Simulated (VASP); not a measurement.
# Sb (Pm-3m) in VASP: further runs, part 2 of 2

VASP 6.6.1.

## 4. Single point, PBEsol

This run uses another cell than the first one, of 29.31 Å³/atom, 1.064 times its volume.

File INCAR:

```
PREC = Accurate ; ENCUT = 520
EDIFF = 1E-7 ; ISMEAR = -1
SIGMA = 0.15 ; LREAL = F
LASPH = T ; NELM = 80
ALGO = Normal ; ISIF = 2
LWAVE = F ; LCHARG = F
GGA = PS ; NBANDS = 8
```

File KPOINTS:

```
regular mesh
0
Gamma
  21 21 21
```

File POSCAR:

```
Sb
1.0
    3.0833436100      0.0000000000      0.0000000000
    0.0000000000      3.0833436100      0.0000000000
    0.0000000000      0.0000000000      3.0833436100
Sb
1
Direct
    0.0000000000      0.0000000000      0.0000000000
```

Potentials or basis: VASP PAW PBE potentials, release 64 (Sb).

Started as:

```console
cat potpaw_PBE.64/Sb/POTCAR > POTCAR
mpirun -np 1 vasp_std > vasp.out
```

OUTCAR:

```text
PREC = Accurate
   ENCUT = 520
   EDIFF = 1E-7
   ISMEAR = -1
   LREAL = F
   LASPH = T
   NELM = 80
   ISIF = 2
   GGA = PS

 ion  position               nearest neighbor table
   1  0.000  0.000  0.000-

  LATTYP: Found a simple cubic cell.
 ALAT       =     3.0833436100

  Lattice vectors:

 A1 = (   3.0833436100,   0.0000000000,   0.0000000000)
 A2 = (   0.0000000000,   3.0833436100,   0.0000000000)
 A3 = (   0.0000000000,   0.0000000000,   3.0833436100)

Analysis of symmetry for initial positions (statically):
=====================================================================
 Subroutine PRICEL returns:
 Original cell was already a primitive cell.

 Routine SETGRP: Setting up the symmetry group for a
 simple cubic supercell.

 Subroutine GETGRP returns: Found 48 space group operations
 (whereof 48 operations were pure point group operations)
 out of a pool of 48 trial point group operations.

The static configuration has the point symmetry O_h .

Analysis of symmetry for dynamics (positions and initial velocities):
=====================================================================
 Subroutine PRICEL returns:
 Original cell was already a primitive cell.

 Routine SETGRP: Setting up the symmetry group for a
 simple cubic supercell.

 Subroutine GETGRP returns: Found 48 space group operations
 (whereof 48 operations were pure point group operations)
 out of a pool of 48 trial point group operations.

The dynamic configuration has the point symmetry O_h .

 Subroutine INISYM returns: Found 48 space group operations
 (whereof 48 operations are pure point group operations),
 and found     1 'primitive' translations

----------------------------------------------------------------------------------------

                                     Primitive cell

  volume of cell :      29.3134

  direct lattice vectors                    reciprocal lattice vectors
     3.083343610  0.000000000  0.000000000     0.324323243  0.000000000  0.000000000
     0.000000000  3.083343610  0.000000000     0.000000000  0.324323243  0.000000000
     0.000000000  0.000000000  3.083343610     0.000000000  0.000000000  0.324323243

  length of vectors
     3.083343610  3.083343610  3.083343610     0.324323243  0.324323243  0.324323243

  position of ions in fractional coordinates (direct lattice)
     0.000000000  0.000000000  0.000000000

  ion indices of the primitive-cell ions
   primitive index   ion index
                 1           1

----------------------------------------------------------------------------------------

 KPOINTS: regular mesh

Automatic generation of k-mesh.
 Grid dimensions read from file:
 generate k-points for:   21   21   21

 Generating k-lattice:

  Cartesian coordinates                     Fractional coordinates (reciprocal lattice)
     0.015443964  0.000000000  0.000000000     0.047619048  0.000000000  0.000000000
     0.000000000  0.015443964  0.000000000     0.000000000  0.047619048  0.000000000
     0.000000000  0.000000000  0.015443964     0.000000000  0.000000000  0.047619048

  Length of vectors
     0.015443964  0.015443964  0.015443964

  Shift w.r.t. Gamma in fractional coordinates (k-lattice)
     0.000000000  0.000000000  0.000000000

 Subroutine IBZKPT returns following result:
 ===========================================

 Found    286 irreducible k-points:

 Following reciprocal coordinates:
            Coordinates               Weight
  0.000000  0.000000  0.000000      1.000000
  0.047619  0.000000  0.000000      6.000000
  0.095238  0.000000  0.000000      6.000000
  0.142857  0.000000  0.000000      6.000000
  0.190476  0.000000  0.000000      6.000000
  0.238095  0.000000  0.000000      6.000000
[... 16 lines left out ...]
  0.142857  0.095238  0.000000     24.000000
  0.190476  0.095238  0.000000     24.000000
 [... further k-points ...]
   k-points           NKPTS =    286   k-points in BZ     NKDIM =    286   number of bands    NBANDS=      8
   number of dos      NEDOS =    301   number of ions     NIONS =      1
   total plane-waves  NPLWV =  13824
   dimension x,y,z NGX =    24 NGY =   24 NGZ =   24
   dimension x,y,z NGXF=    48 NGYF=   48 NGZF=   48
   ions per type =               1
   NGX,Y,Z   is equivalent  to a cutoff of  12.94, 12.94, 12.94 a.u.
   NGXF,Y,Z  is equivalent  to a cutoff of  25.88, 25.88, 25.88 a.u.
 SYSTEM =  unknown system
   PREC   = accura    normal or accurate (medium, high low for compatibility)
   ISTART =      0    job   : 0-new  1-cont  2-samecut
   ICHARG =      2    charge: 1-file 2-atom 10-const
   ISPIN  =      1    spin polarized calculation?
   LNONCOLLINEAR =      F non collinear calculations
   LSORBIT =      F    spin-orbit coupling
   LASPH  =      T    aspherical Exc in radial PAW
   ENCUT  =  520.0 eV  38.22 Ry    6.18 a.u.   5.73  5.73  5.73*2*pi/ulx,y,z
   NELM   =     80;   NELMIN=  2; NELMDL= -5     # of ELM steps
   EDIFF  = 0.1E-06   stopping-criterion for ELM
   LREAL  =      F    real-space projection
   EDIFFG = 0.1E-05   stopping-criterion for IOM
   NSW    =      0    number of steps for IOM
   IBRION =     -1    ionic relax: 0-MD 1-quasi-New 2-CG
   NFREE  =      0    steps in history (QN), initial steepest desc. (CG)
   ISIF   =      2    stress and relaxation
   ISYM   =      2    0-nonsym 1-usesym 2-fastsym
   POTIM  = 0.5000    time-step for ionic-motion
   TEBEG  =    0.0;   TEEND  =   0.0 temperature during run
   PSTRESS=    0.0 pullay stress
   NELECT =       5.0000    total number of electrons
   NUPDOWN=      -1.0000    fix difference up-down
   EMIN   =  10.00;   EMAX   =-10.00  energy-range for DOS
   EFERMI =   0.00;   METHOD = LEGACY
   ISMEAR =    -1;   SIGMA  =   0.15  broadening in eV -4-tet -1-fermi 0-gaus
   EFERMI_NEDOS =   21; number of points for ismear=-14 and -15
   IALGO  =     38    algorithm
   IMIX   =      4    mixing-type and parameters
     AMIX     =   0.40;   BMIX     =  1.00
     AMIX_MAG =   1.60;   BMIX_MAG =  1.00
  volume/ion in A,a.u.               =      29.31       197.82
  Fermi-wavevector in a.u.,A,eV,Ry     =   0.907910  1.715702 11.215296  0.824301
  Thomas-Fermi vector in A             =   2.031774
   LORBIT       =      0    0 simple, 1 ext, 2 COOP (PROOUT), +10 PAW based schemes
   GGA     = PS    functional components
   LHFCALC =     F    Hartree Fock is set to
   AEXX    =    0.0000 exact exchange contribution
   IVDW    =     0    specifies the selected vdW correction
   LEPSILON=     F    determine dielectric tensor
   LRPA    =     F    only Hartree local field effects (RPA)
 non-spin polarized calculation
  energy-cutoff  :      520.00
  volume of cell :       29.31
 maximum number of plane-waves:       808
 NGX is ok and might be reduce to    24
   NGX = 11   NGY = 11   NGZ = 11

 number of electron       4.9999999 magnetization

 Free energy of the ion-electron system (eV)
  ---------------------------------------------------
  ext. energy  EPLUGINS =         0.00000000
  ---------------------------------------------------
  free energy    TOTEN  =        -4.55133132 eV

  energy without entropy =       -4.51533930  energy(sigma->0) =       -4.53333531

 E-fermi :   7.1916     XC(G=0):  -9.8271

 val. band max:        7.1893015843   @ k =   0.3333   0.2381   0.1429
 cond. band min:       7.2193495030   @ k =   0.1905   0.1905   0.1429
 fundamental gap:      0.0300479187
 Fermi energy:         7.1915857370

 k-point     1 :       0.0000    0.0000    0.0000
  band No.  band energies     occupation
      1      -5.3281      2.00000
      2      10.5133      0.00000
      3      10.5133      0.00000
      4      10.5133      0.00000
      5      14.1758      0.00000
      6      14.1758      0.00000
      7      15.4522      0.00000
      8      25.0396      0.00000

 k-point     2 :       0.0476    0.0000    0.0000
  band No.  band energies     occupation
      1      -5.2945      2.00000
      2      10.0305      0.00000
      3      10.5467      0.00000
      4      10.5467      0.00000
      5      14.2023      0.00000
      6      14.5111      0.00000
      7      15.6722      0.00000
      8      24.6727      0.00000
[... 221 lines left out ...]
 k-point    23 :       0.1429    0.0952    0.0000
  band No.  band energies     occupation
      1      -4.8942      2.00000
      2       7.9258      0.01486
      3       9.2973      0.00000
      4      10.9405      0.00000
      5      14.8380      0.00000
      6      16.4701      0.00000
      7      17.9218      0.00000
      8      21.5401      0.00000

 k-point    24 :       0.1905    0.0952    0.0000
  band No.  band energies     occupation
      1      -4.6651      2.00000
      2       6.7303      1.91170
      3       9.5135      0.00000
      4      11.1590      0.00000
      5      15.0355      0.00000
      6      16.6926      0.00000
      7      19.1785      0.00000
      8      20.7333      0.00000

 [... further k-points ...]
[... 5 lines left out ...]
  --------------------------------------------------------------------------------------
  -------------------------------------------------------------------------------------
  Total       -0.2104772     -0.2104772     -0.2104772      0.0000000     -0.0000000      0.0000000
  in kB      -11.5040283    -11.5040283    -11.5040283      0.0000000     -0.0000000      0.0000000
  external PRESSURE =     -11.5040283 kB  Pullay stress =       0.0000000 kB

 VOLUME and BASIS-vectors are now :
 -----------------------------------------------------------------------------
  energy-cutoff  :      520.00
  volume of cell :       29.31
      direct lattice vectors                 reciprocal lattice vectors
     3.083343610  0.000000000  0.000000000     0.324323243  0.000000000  0.000000000
     0.000000000  3.083343610  0.000000000     0.000000000  0.324323243  0.000000000
     0.000000000  0.000000000  3.083343610     0.000000000  0.000000000  0.324323243

 POSITION                                       TOTAL-FORCE (eV/Angst)
 -----------------------------------------------------------------------------------
      0.00000      0.00000      0.00000         0.000000      0.000000      0.000000
 -----------------------------------------------------------------------------------
    total drift:                                0.000000      0.000000      0.000000

  FREE ENERGIE OF THE ION-ELECTRON SYSTEM (eV)
  ---------------------------------------------------
  free  energy   TOTEN  =        -4.5513313229 eV

  energy  without entropy=       -4.5153392965  energy(sigma->0) =       -4.53333531
```

OSZICAR:

```text
N       E                     dE             d eps       ncg     rms          rms(c)
DAV:   1     0.508288018044E+01    0.50829E+01   -0.16233E+03  4640   0.404E+02
DAV:   2    -0.443711103671E+01   -0.95200E+01   -0.91348E+01  6544   0.520E+01
DAV:   3    -0.455280161011E+01   -0.11569E+00   -0.11533E+00  5512   0.660E+00
DAV:   4    -0.455331071025E+01   -0.50910E-03   -0.50909E-03  7016   0.528E-01
DAV:   5    -0.455331271310E+01   -0.20028E-05   -0.20029E-05  5800   0.209E-02    0.191E+00
DAV:   6    -0.455217154088E+01    0.11412E-02   -0.26913E-04  6416   0.119E-01    0.113E+00
DAV:   7    -0.455131995408E+01    0.85159E-03   -0.73854E-04  5144   0.185E-01    0.589E-02
DAV:   8    -0.455133049279E+01   -0.10539E-04   -0.22673E-05  6832   0.325E-02    0.472E-03
DAV:   9    -0.455133135847E+01   -0.86568E-06   -0.65917E-07  5824   0.555E-03    0.147E-03
DAV:  10    -0.455133132289E+01    0.35578E-07   -0.12800E-07  5936   0.201E-03
   1 F= -.45513313E+01 E0= -.45333353E+01  d E =-.359920E-01
```

stdout:

```text
POSCAR found type information on POSCAR Sb
 POSCAR found :  1 types and       1 ions
 scaLAPACK will be used
 -----------------------------------------------------------------------------
|                                                                             |
|                                                                             |
|     You enforced a specific xc type in the INCAR file but a different       |
|     I HOPE YOU KNOW WHAT YOU ARE DOING!                                     |
|                                                                             |
 -----------------------------------------------------------------------------

 LDA part: xc-table for (Slater+PW92), standard interpolation
 POSCAR, INCAR and KPOINTS ok, starting setup
 FFT: planning ... GRIDC
 FFT: planning ... GRID_SOFT
 FFT: planning ... GRID
 WAVECAR not read
 entering main loop
```

Wall time 44 s (1 thread of Intel Xeon 8259CL, shared host); peak memory 0.19 GiB.

What came out:

```yaml
Free_energy: -4.5513 eV
Pressure: -1.2 GPa
```

Caveat: the PAW data sets were made with another functional, which shifts forces and pressure a little; spin-orbit coupling is left out, which moves the levels of the heavy elements.

## 5. Single point, PBEsol

This run uses another cell than the first one, of 30.19 Å³/atom, 1.096 times its volume.

File INCAR:

```
ALGO = Normal ; EDIFF = 1E-6
ENCUT = 520 ; GGA = PS
ISIF = 2 ; ISMEAR = -1
LASPH = True ; LCHARG = True
LELF = True ; LREAL = False
LVHAR = True ; LWAVE = False
NBANDS = 8 ; NELM = 80
PREC = Accurate ; SIGMA = 0.15
```

File KPOINTS:

```
k-points
0
Gamma
  21 21 21
```

File POSCAR:

```
Sb
1.0
    3.1138737501      0.0000000000      0.0000000000
    0.0000000000      3.1138737501      0.0000000000
    0.0000000000      0.0000000000      3.1138737501
Sb
1
Direct
    0.0000000000      0.0000000000      0.0000000000
```

Started as:

```console
cat potpaw_PBE.64/Sb/POTCAR > POTCAR
mpirun -np 1 vasp_std > vasp.out
```

It took 34 s on 1 thread of Intel Xeon 8259CL, shared host; peak memory 0.19 GiB.

Results (log left out):

```yaml
Free_energy: -4.5406 eV
Pressure: -2.7 GPa
```

Levels at points of the mesh, in eV from the Fermi level:
| k point | band 1 | band 2 | band 3 | band 4 | band 5 | band 6 |
| --- | --- | --- | --- | --- | --- | --- |
| (0.00, 0.00, 0.00) | -12.29 | 3.25 | 3.25 | 3.25 | 6.96 | 6.96 |

Caveat: the PAW data sets were made with another functional, which shifts forces and pressure a little; spin-orbit coupling is left out, which moves the levels of the heavy elements.

## 6. Summary

| cell | gap on the mesh (eV) | pressure (GPa) |
| --- | --- | --- |
| a = 3.020 Å, 1 atom | none | 3.0 |
| a = 3.052 Å, 1 atom | none | 0.7 |
| a = 3.083 Å, 1 atom | none | -1.2 |
| a = 3.114 Å, 1 atom | none | -2.7 |

Alike in all rows: task single point; level PBEsol; potentials or basis VASP PAW PBE potentials, release 64 (Sb); no spin polarisation; k mesh 21 × 21 × 21; cutoff (eV) 520; smearing fermi-dirac 0.15 eV.

Caveats: the PAW data sets were made with another functional, which shifts forces and pressure a little; spin-orbit coupling is left out, which moves the levels of the heavy elements.

Absolute energies hang on the potentials; compare differences alone.
